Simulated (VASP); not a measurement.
HfN, 4 atoms in the cell. The structure is hexagonal, space group P6_3/mmc (No. 194). The conventional cell has a = 3.134 Å, b = 3.134 Å, c = 5.417 Å, α = 90.00°, β = 90.00°, γ = 120.00°. Hf (site symmetry -6m2) has 6 N at 2.26 Å within 3.0 Å. N (site symmetry -3m) has 6 Hf at 2.26 Å and 2 N at 2.71 Å within 3.0 Å. 

| Item | Value |
| --- | --- |
| Program | VASP 6.6.1 |
| Task | single point |
| Functional | PBEsol |
| Dispersion | D3(BJ) |
| Potentials or basis | VASP PAW PBE potentials, release 64 (Hf_pv, N) |
| Cutoff | 520 eV |
| k mesh | 8 × 8 × 4 |
| Occupations | methfessel-paxton, width 0.1 eV |
| Spin | no spin polarisation |
| Dipole correction | no |
| Further INCAR settings | ALGO = Normal; EDIFF = 1e-07; NBANDS = 23 |

Potentials or basis: VASP PAW PBE potentials, release 64 (Hf_pv, N).

Launch:

```sh
$ cat potpaw_PBE.64/Hf_pv/POTCAR potpaw_PBE.64/N/POTCAR > POTCAR
$ mpirun -np 1 vasp_std > vasp.out
```

Hardware: 1 thread of AMD EPYC 7R13, with other jobs on the host.

Q: How long does it take, and how much memory?

A: Wall time 67 s on 1 thread of AMD EPYC 7R13, with other jobs on the host, peak memory 0.16 GiB. Counts: scf iterations 14, k points 30.
